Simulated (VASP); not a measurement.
# Os (P6_3/mmc) in VASP: settings compared

Aim: see how the results for Os move with the level of theory and the settings. Levels: PBEsol, PBE. Tasks: single point.

Everything below comes from runs of VASP 6.6.1. Logs are shortened: lines on timing, memory, paths and dates and some standing lists are left out, and cuts for length are marked.

## (1) The cell of the first run

It takes space group P6_3/mmc (No. 194, hexagonal). Conventional cell: a = 2.734 Å, b = 2.734 Å, c = 4.320 Å, α = 90.00°, β = 90.00°, γ = 120.00°. Within 3.5 Å of Os (site symmetry -6m2) lie 12 Os at 2.68 to 2.73 Å.

## (2) Single point, PBEsol

INCAR reads:

```
ALGO = Normal
EDIFF = 1E-6
ENCUT = 520
GGA = PS
ISIF = 2
ISMEAR = -1
LASPH = True
LCHARG = False
LREAL = False
LWAVE = False
NBANDS = 15
NELM = 60
PREC = Accurate
SIGMA = 0.05
```

KPOINTS reads:

```
k-points
0
Gamma
  11 11 6
```

POSCAR reads:

```
Os
1.0
    2.7341000000      0.0000000000      0.0000000000
   -1.3670500000      2.3678000565      0.0000000000
    0.0000000000      0.0000000000      4.3197000000
Os
2
Direct
    0.6666666667      0.3333333333      0.7500000000
    0.3333333333      0.6666666667      0.2500000000
```

Potentials or basis: VASP PAW PBE potentials, release 64 (Os).

Run with:

```bash
$ cat potpaw_PBE.64/Os/POTCAR > POTCAR
$ mpirun -np 1 vasp_std > vasp.out
```

OUTCAR:

```text
EDIFF = 1E-6
   ENCUT = 520
   GGA = PS
   ISIF = 2
   ISMEAR = -1
   LASPH = True
   LREAL = False
   NELM = 60
   PREC = Accurate

 ion  position               nearest neighbor table
   1  0.667  0.333  0.750-   2 2.68   2 2.68   2 2.68   2 2.68   2 2.68   2 2.68
   2  0.333  0.667  0.250-   1 2.68   1 2.68   1 2.68   1 2.68   1 2.68   1 2.68

  LATTYP: Found a hexagonal cell.
 ALAT       =     2.7341000000
 C/A-ratio  =     1.5799348963

  Lattice vectors:

 A1 = (   2.7341000000,   0.0000000000,   0.0000000000)
 A2 = (  -1.3670500000,   2.3678000565,   0.0000000000)
 A3 = (   0.0000000000,   0.0000000000,   4.3197000000)

Analysis of symmetry for initial positions (statically):
=====================================================================
 Subroutine PRICEL returns:
 Original cell was already a primitive cell.

 Routine SETGRP: Setting up the symmetry group for a
 hexagonal supercell.

 Subroutine GETGRP returns: Found 24 space group operations
 (whereof 12 operations were pure point group operations)
 out of a pool of 24 trial point group operations.

The static configuration has the point symmetry D_3d.
 The point group associated with its full space group is D_6h.

Analysis of symmetry for dynamics (positions and initial velocities):
=====================================================================
 Subroutine PRICEL returns:
 Original cell was already a primitive cell.

 Routine SETGRP: Setting up the symmetry group for a
 hexagonal supercell.

 Subroutine GETGRP returns: Found 24 space group operations
 (whereof 12 operations were pure point group operations)
 out of a pool of 24 trial point group operations.

The dynamic configuration has the point symmetry D_3d.
 The point group associated with its full space group is D_6h.

 Subroutine INISYM returns: Found 24 space group operations
 (whereof 12 operations are pure point group operations),
 and found     1 'primitive' translations

----------------------------------------------------------------------------------------

                                     Primitive cell

  volume of cell :      27.9649

  direct lattice vectors                    reciprocal lattice vectors
     2.734100000  0.000000000  0.000000000     0.365751070  0.211166479  0.000000000
    -1.367050000  2.367800057  0.000000000     0.000000000  0.422332957  0.000000000
     0.000000000  0.000000000  4.319700000     0.000000000  0.000000000  0.231497558

  length of vectors
     2.734100000  2.734100000  4.319700000     0.422332957  0.422332957  0.231497558

  position of ions in fractional coordinates (direct lattice)
     0.666666667  0.333333333  0.750000000
     0.333333333  0.666666667  0.250000000

  ion indices of the primitive-cell ions
   primitive index   ion index
                 1           1
                 2           2

----------------------------------------------------------------------------------------

 KPOINTS: k-points

Automatic generation of k-mesh.
 Grid dimensions read from file:
 generate k-points for:   11   11    6

 Generating k-lattice:

  Cartesian coordinates                     Fractional coordinates (reciprocal lattice)
     0.033250097  0.019196953  0.000000000     0.090909091 -0.000000000  0.000000000
     0.000000000  0.038393905  0.000000000     0.000000000  0.090909091  0.000000000
     0.000000000  0.000000000  0.038582926     0.000000000  0.000000000  0.166666667

  Length of vectors
     0.038393905  0.038393905  0.038582926

  Shift w.r.t. Gamma in fractional coordinates (k-lattice)
     0.000000000  0.000000000  0.000000000

 Subroutine IBZKPT returns following result:
 ===========================================

 Found     64 irreducible k-points:

 Following reciprocal coordinates:
            Coordinates               Weight
  0.000000  0.000000  0.000000      1.000000
  0.090909  0.000000  0.000000      6.000000
  0.181818  0.000000  0.000000      6.000000
  0.272727 -0.000000  0.000000      6.000000
  0.363636 -0.000000  0.000000      6.000000
  0.454545  0.000000  0.000000      6.000000
[... 16 lines left out ...]
  0.090909  0.090909  0.166667     12.000000
  0.181818  0.090909  0.166667     24.000000
 [... further k-points ...]
   k-points           NKPTS =     64   k-points in BZ     NKDIM =     64   number of bands    NBANDS=     15
   number of dos      NEDOS =    301   number of ions     NIONS =      2
   total plane-waves  NPLWV =  12800
   dimension x,y,z NGX =    20 NGY =   20 NGZ =   32
   dimension x,y,z NGXF=    40 NGYF=   40 NGZF=   64
   ions per type =               2
   NGX,Y,Z   is equivalent  to a cutoff of  12.16, 12.16, 12.32 a.u.
   NGXF,Y,Z  is equivalent  to a cutoff of  24.32, 24.32, 24.63 a.u.
 SYSTEM =  unknown system
   PREC   = accura    normal or accurate (medium, high low for compatibility)
   ISTART =      0    job   : 0-new  1-cont  2-samecut
   ICHARG =      2    charge: 1-file 2-atom 10-const
   ISPIN  =      1    spin polarized calculation?
   LNONCOLLINEAR =      F non collinear calculations
   LSORBIT =      F    spin-orbit coupling
   LASPH  =      T    aspherical Exc in radial PAW
   ENCUT  =  520.0 eV  38.22 Ry    6.18 a.u.   5.08  5.08  8.03*2*pi/ulx,y,z
   NELM   =     60;   NELMIN=  2; NELMDL= -5     # of ELM steps
   EDIFF  = 0.1E-05   stopping-criterion for ELM
   LREAL  =      F    real-space projection
   EDIFFG = 0.1E-04   stopping-criterion for IOM
   NSW    =      0    number of steps for IOM
   IBRION =     -1    ionic relax: 0-MD 1-quasi-New 2-CG
   NFREE  =      0    steps in history (QN), initial steepest desc. (CG)
   ISIF   =      2    stress and relaxation
   ISYM   =      2    0-nonsym 1-usesym 2-fastsym
   POTIM  = 0.5000    time-step for ionic-motion
   TEBEG  =    0.0;   TEEND  =   0.0 temperature during run
   PSTRESS=    0.0 pullay stress
   NELECT =      16.0000    total number of electrons
   NUPDOWN=      -1.0000    fix difference up-down
   EMIN   =  10.00;   EMAX   =-10.00  energy-range for DOS
   EFERMI =   0.00;   METHOD = LEGACY
   ISMEAR =    -1;   SIGMA  =   0.05  broadening in eV -4-tet -1-fermi 0-gaus
   EFERMI_NEDOS =   21; number of points for ismear=-14 and -15
   IALGO  =     38    algorithm
   IMIX   =      4    mixing-type and parameters
     AMIX     =   0.40;   BMIX     =  1.00
     AMIX_MAG =   1.60;   BMIX_MAG =  1.00
  volume/ion in A,a.u.               =      13.98        94.36
  Fermi-wavevector in a.u.,A,eV,Ry     =   1.359076  2.568282 25.131161  1.847088
  Thomas-Fermi vector in A             =   2.485855
   LORBIT       =      0    0 simple, 1 ext, 2 COOP (PROOUT), +10 PAW based schemes
   GGA     = PS    functional components
   LHFCALC =     F    Hartree Fock is set to
   AEXX    =    0.0000 exact exchange contribution
   IVDW    =     0    specifies the selected vdW correction
   LEPSILON=     F    determine dielectric tensor
   LRPA    =     F    only Hartree local field effects (RPA)
 non-spin polarized calculation
  energy-cutoff  :      520.00
  volume of cell :       27.96
 maximum number of plane-waves:       768
   NGX = 11   NGY = 11   NGZ = 17

 number of electron      15.9999999 magnetization

 Free energy of the ion-electron system (eV)
  ---------------------------------------------------
  ext. energy  EPLUGINS =         0.00000000
  ---------------------------------------------------
  free energy    TOTEN  =       -24.47484746 eV

  energy without entropy =      -24.46170223  energy(sigma->0) =      -24.46827484

 E-fermi :   9.2664     XC(G=0): -14.1557

 val. band max:        9.2449695307   @ k =   0.0909   0.0000   0.3333
 cond. band min:       9.3060456935   @ k =   0.0000   0.0000   0.0000
 fundamental gap:      0.0610761629
 Fermi energy:         9.2663977676

 k-point     1 :       0.0000    0.0000    0.0000
  band No.  band energies     occupation
      1      -1.6860      2.00000
      2       1.4853      2.00000
      3       6.2472      2.00000
      4       6.2472      2.00000
      5       6.4974      2.00000
      6       7.0938      2.00000
      7       7.0938      2.00000
      8       7.7469      2.00000
      9       7.7469      2.00000
     10       9.3060      0.62307
     11      11.0081      0.00000
     12      11.0081      0.00000
     13      18.3588      0.00000
     14      23.3502      0.00000
     15      26.0813      0.00000

 k-point     2 :       0.0909    0.0000    0.0000
  band No.  band energies     occupation
      1      -1.3533      2.00000
      2       1.7784      2.00000
      3       5.6918      2.00000
      4       6.5423      2.00000
      5       6.8596      2.00000
      6       7.0155      2.00000
      7       7.2662      2.00000
      8       7.3692      2.00000
      9       7.5158      2.00000
     10       8.2572      2.00000
     11      11.1670      0.00000
     12      12.6276      0.00000
     13      18.3275      0.00000
     14      24.0266      0.00000
     15      26.5037      0.00000

 k-point     3 :       0.1818    0.0000    0.0000
  band No.  band energies     occupation
      1      -0.4338      2.00000
      2       2.4651      2.00000
      3       5.0437      2.00000
      4       5.7869      2.00000
      5       6.4399      2.00000
      6       6.9951      2.00000
      7       7.3960      2.00000
      8       7.6656      2.00000
      9       7.7563      2.00000
     10       8.1588      2.00000
     11      11.4898      0.00000
     12      15.0146      0.00000
     13      18.1442      0.00000
     14      25.0854      0.00000
     15      26.7113      0.00000

 k-point     4 :       0.2727   -0.0000    0.0000
  band No.  band energies     occupation
      1       0.7934      2.00000
      2       2.7733      2.00000
      3       4.3954      2.00000
      4       4.9950      2.00000
      5       6.2966      2.00000
      6       6.4414      2.00000
      7       7.2492      2.00000
      8       8.6973      1.99998
      9       8.8938      1.99884
     10       9.3425      0.35827
     11      11.7761      0.00000
     12      17.4323      0.00000
     13      17.8222      0.00000
     14      22.6120      0.00000
     15      25.1355      0.00000
[... 307 lines left out ...]
 k-point    22 :       0.4545    0.0000    0.1667
  band No.  band energies     occupation
      1       1.7266      2.00000
      2       2.2389      2.00000
      3       3.6888      2.00000
      4       4.7984      2.00000
      5       6.0497      2.00000
      6       7.2584      2.00000
      7       8.3248      2.00000
      8      11.0233      0.00000
      9      11.4025      0.00000
     10      11.8855      0.00000
     11      12.5200      0.00000
     12      15.4058      0.00000
     13      18.1126      0.00000
     14      20.3746      0.00000
     15      22.2338      0.00000

 k-point    23 :       0.0909    0.0909    0.1667
  band No.  band energies     occupation
      1      -0.4140      2.00000
      2       2.3763      2.00000
      3       5.1889      2.00000
      4       5.5670      2.00000
      5       6.3536      2.00000
      6       6.7102      2.00000
      7       7.1751      2.00000
      8       7.5312      2.00000
      9       8.2411      2.00000
     10       8.3111      2.00000
     11      11.2891      0.00000
     12      13.3259      0.00000
     13      19.8419      0.00000
     14      24.5997      0.00000
     15      26.7025      0.00000

 k-point    24 :       0.1818    0.0909    0.1667
  band No.  band energies     occupation
      1       0.6243      2.00000
      2       3.0994      2.00000
      3       4.5139      2.00000
      4       4.7390      2.00000
      5       5.9991      2.00000
      6       6.6186      2.00000
      7       7.1957      2.00000
      8       8.1515      2.00000
      9       8.7640      1.99991
     10       9.1451      1.83762
     11      11.4494      0.00000
     12      14.8517      0.00000
     13      19.8295      0.00000
     14      24.4320      0.00000
     15      25.5202      0.00000

 [... further k-points ...]
[... 5 lines left out ...]
  --------------------------------------------------------------------------------------
  -------------------------------------------------------------------------------------
  Total       -0.3865437     -0.3865437     -0.4013294      0.0000000     -0.0000000      0.0000000
  in kB      -22.1460469    -22.1460469    -22.9931563      0.0000000     -0.0000000      0.0000000
  external PRESSURE =     -22.4284167 kB  Pullay stress =       0.0000000 kB

 VOLUME and BASIS-vectors are now :
 -----------------------------------------------------------------------------
  energy-cutoff  :      520.00
  volume of cell :       27.96
      direct lattice vectors                 reciprocal lattice vectors
     2.734100000  0.000000000  0.000000000     0.365751070  0.211166479  0.000000000
    -1.367050000  2.367800057  0.000000000     0.000000000  0.422332957  0.000000000
     0.000000000  0.000000000  4.319700000     0.000000000  0.000000000  0.231497558

 POSITION                                       TOTAL-FORCE (eV/Angst)
 -----------------------------------------------------------------------------------
      1.36705      0.78927      3.23977         0.000000     -0.000000      0.000000
     -0.00000      1.57853      1.07993        -0.000000      0.000000      0.000000
 -----------------------------------------------------------------------------------
    total drift:                               -0.000000      0.000000     -0.000000

  FREE ENERGIE OF THE ION-ELECTRON SYSTEM (eV)
  ---------------------------------------------------
  free  energy   TOTEN  =       -24.4748474565 eV

  energy  without entropy=      -24.4617022296  energy(sigma->0) =      -24.46827484
```

It took 8.5 s on 1 thread of Intel Xeon 6975P-C (Granite Rapids), shared host; peak memory 0.15 GiB.

Results:

```yaml
Free_energy: -24.4748 eV
Pressure: -2.2 GPa
Band_gap_on_the_k_mesh: zero (band 8 reaches 11.42 eV, above the bottom of band 9 at 7.52 eV)
```

Caveat: the PAW data sets were made with another functional, which shifts forces and pressure a little; spin-orbit coupling is left out, which moves the levels of the heavy elements.

## (3) Single point, PBEsol

INCAR reads:

```
SYSTEM = Os
ALGO = Fast
EDIFF = 1E-6
ENCUT = 520
GGA = PS
ISIF = 2
ISMEAR = -1
LASPH = .True.
LCHARG = .True.
LELF = .True.
LREAL = .False.
LVHAR = .True.
LWAVE = .False.
NBANDS = 15
NELM = 60
PREC = Accurate
SIGMA = 0.05
```

KPOINTS reads:

```
k-points
0
Gamma
  11 11 6
  0 0 0
```

POSCAR is that of step 2.

Potentials or basis: VASP PAW PBE potentials, release 64 (Os).

Run with:

```bash
$ cat potpaw_PBE.64/Os/POTCAR > POTCAR
$ mpirun -np 1 vasp_std > vasp.out
```

Run time: 13 s. Hardware: 1 thread of Intel Xeon 6975P-C (Granite Rapids), shared host; peak memory 0.14 GiB.

Results (log left out):

* Free energy: -24.4748 eV
* Pressure: -2.3 GPa
* Band gap on the k mesh: zero (band 8 reaches 11.42 eV, above the bottom of band 9 at 7.52 eV)

Stress tensor (GPa, compression positive):
```
-2.27  0.00  0.00
 0.00 -2.27  0.00
 0.00  0.00 -2.35
```

Levels at points of the mesh, in eV from the Fermi level:
```tsv
k point	band 4	band 5	band 6	band 7	band 8	band 9	band 10	band 11	band 12	band 13
(0.00, 0.00, 0.00)	-3.02	-2.77	-2.17	-2.17	-1.52	-1.52	0.04	1.74	1.74	9.09
(0.00, 0.00, 0.50)	-3.55	-3.21	-3.21	-3.21	-3.21	0.95	0.95	0.95	0.95	13.80
```

Caveat: the PAW data sets were made with another functional, which shifts forces and pressure a little; spin-orbit coupling is left out, which moves the levels of the heavy elements.

## (4) Single point, PBE

INCAR reads:

```
SYSTEM = Os
  PREC = Accurate
  ENCUT = 520
  EDIFF = 1E-6
  ISMEAR = -1
  SIGMA = 0.06
  LREAL = .FALSE.
  LASPH = .TRUE.
  NELM = 60
  ALGO = Fast
  ISIF = 2
  LWAVE = .FALSE.
  LCHARG = .TRUE.
  GGA = PE
  LELF = .TRUE.
  LVHAR = .TRUE.
  NBANDS = 15
```

KPOINTS reads:

```
regular mesh
0
G
  4 4 2
  0 0 0
```

POSCAR is that of step 3.

Potentials or basis: VASP PAW PBE potentials, release 64 (Os).

Run with:

```bash
$ cat potpaw_PBE.64/Os/POTCAR > POTCAR
$ mpirun -np 1 vasp_std > vasp.out
```

OUTCAR:

```text
SYSTEM = Os
   PREC = Accurate
   ENCUT = 520
   EDIFF = 1E-6
   ISMEAR = -1
   LREAL = .FALSE.
   LASPH = .TRUE.
   NELM = 60
   ISIF = 2
   GGA = PE

 ion  position               nearest neighbor table
   1  0.667  0.333  0.750-   2 2.68   2 2.68   2 2.68   2 2.68   2 2.68   2 2.68
   2  0.333  0.667  0.250-   1 2.68   1 2.68   1 2.68   1 2.68   1 2.68   1 2.68

  LATTYP: Found a hexagonal cell.
 ALAT       =     2.7341000000
 C/A-ratio  =     1.5799348963

  Lattice vectors:

 A1 = (   2.7341000000,   0.0000000000,   0.0000000000)
 A2 = (  -1.3670500000,   2.3678000565,   0.0000000000)
 A3 = (   0.0000000000,   0.0000000000,   4.3197000000)

Analysis of symmetry for initial positions (statically):
=====================================================================
 Subroutine PRICEL returns:
 Original cell was already a primitive cell.

 Routine SETGRP: Setting up the symmetry group for a
 hexagonal supercell.

 Subroutine GETGRP returns: Found 24 space group operations
 (whereof 12 operations were pure point group operations)
 out of a pool of 24 trial point group operations.

[... 160 lines left out ...]
      5       6.6779      2.00000
      6       7.3257      2.00000
      7       7.3257      2.00000
      8       7.9154      2.00000
      9       7.9154      2.00000
     10       9.4674      0.16198
     11      11.1786      0.00000
     12      11.1786      0.00000
     13      18.5541      0.00000
     14      23.5270      0.00000
[... 113 lines left out ...]
      2       3.0374      2.00000
      3       5.0024      2.00000
      4       5.0024      2.00000
      5       5.9897      2.00000
      6       5.9897      2.00000
      7       7.8164      2.00000
      8       7.8164      2.00000
      9      11.7725      0.00000
     10      11.7725      0.00000
     11      14.3964      0.00000
     12      14.3964      0.00000
     13      20.7075      0.00000
     14      20.7075      0.00000
     15      23.5406      0.00000

------------------------ aborting loop because EDIFF is reached ----------------------------------------

  FORCE on cell =-STRESS in cart. coord.  units (eV):
  Direction    XX          YY          ZZ          XY          YZ          ZX
  --------------------------------------------------------------------------------------
  -------------------------------------------------------------------------------------
  Total        1.7015934      1.7015934     -0.4717481     -0.0000000      0.0000000      0.0000000
  in kB       97.4884924     97.4884924    -27.0276172     -0.0000000      0.0000000      0.0000000
  external PRESSURE =      55.9831225 kB  Pullay stress =       0.0000000 kB

 VOLUME and BASIS-vectors are now :
 -----------------------------------------------------------------------------
  energy-cutoff  :      520.00
  volume of cell :       27.96
      direct lattice vectors                 reciprocal lattice vectors
     2.734100000  0.000000000  0.000000000     0.365751070  0.211166479  0.000000000
    -1.367050000  2.367800057  0.000000000     0.000000000  0.422332957  0.000000000
     0.000000000  0.000000000  4.319700000     0.000000000  0.000000000  0.231497558

 POSITION                                       TOTAL-FORCE (eV/Angst)
 -----------------------------------------------------------------------------------
      1.36705      0.78927      3.23977        -0.000000      0.000000      0.000000
     -0.00000      1.57853      1.07993         0.000000     -0.000000      0.000000
 -----------------------------------------------------------------------------------
    total drift:                               -0.000000      0.000000     -0.000000

  FREE ENERGIE OF THE ION-ELECTRON SYSTEM (eV)
  ---------------------------------------------------
  free  energy   TOTEN  =       -22.7408347207 eV

  energy  without entropy=      -22.7120380188  energy(sigma->0) =      -22.72643637
```

Wall time 4.6 s (1 thread of Intel Xeon Platinum 8488C (Sapphire Rapids), shared host); peak memory 0.13 GiB.

What came out:

```yaml
Free_energy: -22.7408 eV
Pressure: 5.6 GPa
Band_gap_on_the_k_mesh: zero (band 8 reaches 11.59 eV, above the bottom of band 9 at 7.92 eV)
```

Stress tensor (GPa, compression positive):
```
 9.75  0.00  0.00
 0.00  9.75  0.00
 0.00  0.00 -2.70
```

Levels at points of the mesh, in eV from the Fermi level:
```csv
k point,band 6,band 7,band 8,band 9,band 10,band 11
"(0.00, 0.00, 0.00)",-2.00,-2.00,-1.41,-1.41,0.15,1.86
"(0.50, 0.00, 0.00)",-2.43,-1.71,2.27,2.84,2.90,4.61
"(0.00, 0.00, 0.50)",-3.05,-3.05,-3.05,1.07,1.07,1.07
"(0.50, 0.00, 0.50)",-1.05,-0.01,-0.01,2.61,2.61,3.49
```

Caveat: the k points lie up to 0.73 Å⁻¹ apart; spin-orbit coupling is left out, which moves the levels of the heavy elements.
